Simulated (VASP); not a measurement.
# ZnS (F-43m) in VASP: settings compared, part 2 of 2

VASP 6.6.1. The steps go on from the part before.

## (6) Relaxation of the atoms, r2SCAN

This run uses another cell than the first one, of 18.40 Å³/atom.

POSCAR

```
ZnS
1.0
    0.0000000000      2.6401623500      2.6401623500
    2.6401623500      0.0000000000      2.6401623500
    2.6401623500      2.6401623500      0.0000000000
Zn S
1 1
Direct
    0.2500000000      0.2500000000      0.2500000000
    0.0000000000      0.0000000000      0.0000000000
```

INCAR.step1

```
PREC = Accurate
ENCUT = 520
ISMEAR = -1
SIGMA = 0.02
LREAL = F
LASPH = T
NELM = 60
GGA = PE
ALGO = Normal
EDIFF = 1E-4
LWAVE = T
LCHARG = F
```

INCAR.step2

```
PREC = Accurate
ENCUT = 520
EDIFF = 1E-6
ISMEAR = -1
SIGMA = 0.02
LREAL = F
LASPH = T
NELM = 60
ALGO = Normal
ISIF = 2
LWAVE = F
LCHARG = F
METAGGA = R2SCAN
LMIXTAU = T
IBRION = 2
NSW = 50
EDIFFG = -0.01
ISTART = 1
```

KPOINTS

```
Automatic mesh
0
Gamma
  10 10 10
```

Potentials or basis: VASP PAW PBE potentials, release 64 (Zn, S).

On the command line:

```bash
cat potpaw_PBE.64/Zn/POTCAR potpaw_PBE.64/S/POTCAR > POTCAR
cp INCAR.step1 INCAR
mpirun -np 1 vasp_std > vasp.out
cp INCAR.step2 INCAR
mpirun -np 1 vasp_std > vasp.out
```

OUTCAR:

```text
PREC = Accurate
   ENCUT = 520
   EDIFF = 1E-6
   ISMEAR = -1
   LREAL = F
   LASPH = T
   NELM = 60
   ISIF = 2
   METAGGA = R2SCAN
   IBRION = 2
   NSW = 50
   EDIFFG = -0.01
   ISTART = 1

 ion  position               nearest neighbor table
   1  0.250  0.250  0.250-   2 2.29   2 2.29   2 2.29   2 2.29
   2  0.000  0.000  0.000-   1 2.29   1 2.29   1 2.29   1 2.29

  LATTYP: Found a face centered cubic cell.
 ALAT       =     5.2803247000

  Lattice vectors:

[... 562 lines left out ...]
      8       0.2476      2.00000
      9       0.4745      2.00000
     10       6.8345      0.00000
     11       7.7243      0.00000
     12      12.1624      0.00000
     13      13.0878      0.00000

 [... further k-points ...]
[... 5 lines left out ...]
  --------------------------------------------------------------------------------------
  -------------------------------------------------------------------------------------
  Total        1.2668233      1.2668233      1.2668233      0.0000000      0.0000000     -0.0000000
  in kB       55.1448213     55.1448213     55.1448213      0.0000000      0.0000000     -0.0000000
  external PRESSURE =      55.1448213 kB  Pullay stress =       0.0000000 kB

 VOLUME and BASIS-vectors are now :
 -----------------------------------------------------------------------------
  energy-cutoff  :      520.00
  volume of cell :       36.81
      direct lattice vectors                 reciprocal lattice vectors
     0.000000000  2.640162350  2.640162350    -0.189382293  0.189382293  0.189382293
     2.640162350  0.000000000  2.640162350     0.189382293 -0.189382293  0.189382293
     2.640162350  2.640162350  0.000000000     0.189382293  0.189382293 -0.189382293

 POSITION                                       TOTAL-FORCE (eV/Angst)
 -----------------------------------------------------------------------------------
      1.32008      1.32008      1.32008        -0.000000     -0.000000      0.000000
      0.00000      0.00000      0.00000         0.000000      0.000000     -0.000000
 -----------------------------------------------------------------------------------
    total drift:                               -0.000020     -0.000020     -0.000020

  FREE ENERGIE OF THE ION-ELECTRON SYSTEM (eV)
  ---------------------------------------------------
  free  energy   TOTEN  =       -18.8290534591 eV

  energy  without entropy=      -18.8290534590  energy(sigma->0) =      -18.82905346

 reached required accuracy - stopping structural energy minimisation
```

OUTCAR.step1:

```text
PREC = Accurate
   ENCUT = 520
   ISMEAR = -1
   LREAL = F
   LASPH = T
   NELM = 60
[... 602 lines left out ...]
 -----------------------------------------------------------------------------------
      1.32008      1.32008      1.32008         0.000000      0.000000      0.000000
      0.00000      0.00000      0.00000        -0.000000     -0.000000     -0.000000
 -----------------------------------------------------------------------------------
    total drift:                               -0.000002     -0.000002     -0.000002

  FREE ENERGIE OF THE ION-ELECTRON SYSTEM (eV)
  ---------------------------------------------------
  free  energy   TOTEN  =        -6.7694631339 eV

  energy  without entropy=       -6.7694631339  energy(sigma->0) =       -6.76946313
```

Wall time 40 s (1 thread of Intel Xeon 6975P-C (Granite Rapids), shared host); peak memory 0.17 GiB.

Results:

```
Free energy             : -18.8291 eV
Pressure after relaxing : 5.5 GPa
Band gap on the k mesh  : 3.01 eV
```

Final structure:
```yaml
crystal:
  lattice:
    - [0.00000, 2.64016, 2.64016]
    - [2.64016, 0.00000, 2.64016]
    - [2.64016, 2.64016, 0.00000]
  atoms:
    - { symbol: Zn, position: [0.25000, 0.25000, 0.25000] }
    - { symbol: S, position: [0.00000, 0.00000, 0.00000] }
```

Caveat: the relaxation stopped at its first step, so nothing moved; the PAW data sets were made with another functional, which shifts forces and pressure a little. r2SCAN opens gaps a little over a GGA but as a rule still falls short of measured ones.

## (7) Relaxation of the atoms, r2SCAN

This run uses another cell than the first one, of 18.79 Å³/atom.

POSCAR

```
ZnS
1.0
    0.0000000000      2.6587556500      2.6587556500
    2.6587556500      0.0000000000      2.6587556500
    2.6587556500      2.6587556500      0.0000000000
Zn S
1 1
Direct
    0.2500000000      0.2500000000      0.2500000000
    0.0000000000      0.0000000000      0.0000000000
```

INCAR.step1

```
  ALGO = Normal
  EDIFF = 1E-4
  ENCUT = 520
  GGA = PE
  ISMEAR = -1
  LASPH = True
  LCHARG = False
  LREAL = False
  LWAVE = True
  NELM = 60
  PREC = Accurate
  SIGMA = 0.02
```

INCAR.step2

```
  ALGO = Normal
  EDIFF = 1E-6
  EDIFFG = -0.01
  ENCUT = 520
  IBRION = 2
  ISIF = 2
  ISMEAR = -1
  ISTART = 1
  LASPH = True
  LCHARG = False
  LMIXTAU = True
  LREAL = False
  LWAVE = False
  METAGGA = R2SCAN
  NELM = 60
  NSW = 50
  PREC = Accurate
  SIGMA = 0.02
```

KPOINTS

```
k-points
0
Gamma
  10 10 10
```

On the command line:

```bash
cat potpaw_PBE.64/Zn/POTCAR potpaw_PBE.64/S/POTCAR > POTCAR
cp INCAR.step1 INCAR
mpirun -np 1 vasp_std > vasp.out
cp INCAR.step2 INCAR
mpirun -np 1 vasp_std > vasp.out
```

Wall time 40 s (1 thread of Intel Xeon 6975P-C (Granite Rapids), shared host); peak memory 0.17 GiB.

The run converged. Its results:

* Free energy: -18.8507 eV
* Pressure after relaxing: 3.4 GPa
* Band gap on the k mesh: 2.90 eV

Final structure:
```xyz
2
Lattice="0.0000 2.6588 2.6588 2.6588 0.0000 2.6588 2.6588 2.6588 0.0000" Properties=species:S:1:pos:R:3 pbc="T T T"
Zn    1.3294    1.3294    1.3294
S     0.0000    0.0000    0.0000
```

Levels at points of the mesh, in eV from the valence-band top:
```
           k point  band 7  band 8  band 9  band 10  band 11  band 12
(0.00, 0.00, 0.00)    0.00    0.00    0.00     2.90     6.86     6.86
(0.50, 0.00, 0.00)   -5.73   -0.96   -0.96     3.91     7.36     7.36
(0.50, 0.50, 0.00)   -4.81   -2.47   -2.47     3.62     4.47    12.15
```

Caveat: the relaxation stopped at its first step, so nothing moved; the PAW data sets were made with another functional, which shifts forces and pressure a little. r2SCAN opens gaps a little over a GGA but as a rule still falls short of measured ones.

## (8) Summary

| task | level | potentials or basis | cell | k mesh | cutoff (eV) | gap on the mesh (eV) | pressure (GPa) | relaxed volume (Å³/atom) |
| --- | --- | --- | --- | --- | --- | --- | --- | --- |
| relaxation of cell and atoms | PBE | VASP PAW PBE potentials, release 64 (Zn, S) | relaxed from a = 3.821 Å, angles 60.0°, 2 atoms | 8 × 8 × 8 | 600 | 2.01 | 0.1 | 20.20 |
| relaxation of cell and atoms | PBEsol | VASP PAW PBE potentials, release 64 (Zn, S) | relaxed from a = 3.821 Å, angles 60.0°, 2 atoms | 8 × 8 × 8 | 600 | 2.08 | 0.0 | 19.26 |
| relaxation of cell and atoms | LDA | VASP PAW LDA potentials, release 64 (Zn, S) | relaxed from a = 3.821 Å, angles 60.0°, 2 atoms | 8 × 8 × 8 | 600 | 2.15 | 0.0 | 18.63 |
| relaxation of cell and atoms | r2SCAN | VASP PAW PBE potentials, release 64 (Zn, S) | relaxed from a = 3.821 Å, angles 60.0°, 2 atoms | 8 × 8 × 8 | 600 | 2.72 | 0.1 | 19.55 |
| relaxation of the atoms | r2SCAN | VASP PAW PBE potentials, release 64 (Zn, S) | atoms relaxed from a = 3.734 Å, angles 60.0°, 2 atoms | 10 × 10 × 10 | 520 | 3.01 | 5.5 | - |
| relaxation of the atoms | r2SCAN | VASP PAW PBE potentials, release 64 (Zn, S) | atoms relaxed from a = 3.760 Å, angles 60.0°, 2 atoms | 10 × 10 × 10 | 520 | 2.90 | 3.4 | - |

Alike in all rows: no spin polarisation; smearing fermi-dirac 0.02 eV.

Caveats: the PAW data sets were made with another functional, which shifts forces and pressure a little (at least some runs); the relaxation stopped at its first step, so nothing moved (at least some runs).

Total energies depend on the potentials used, so only differences within one code and one set of settings carry meaning.
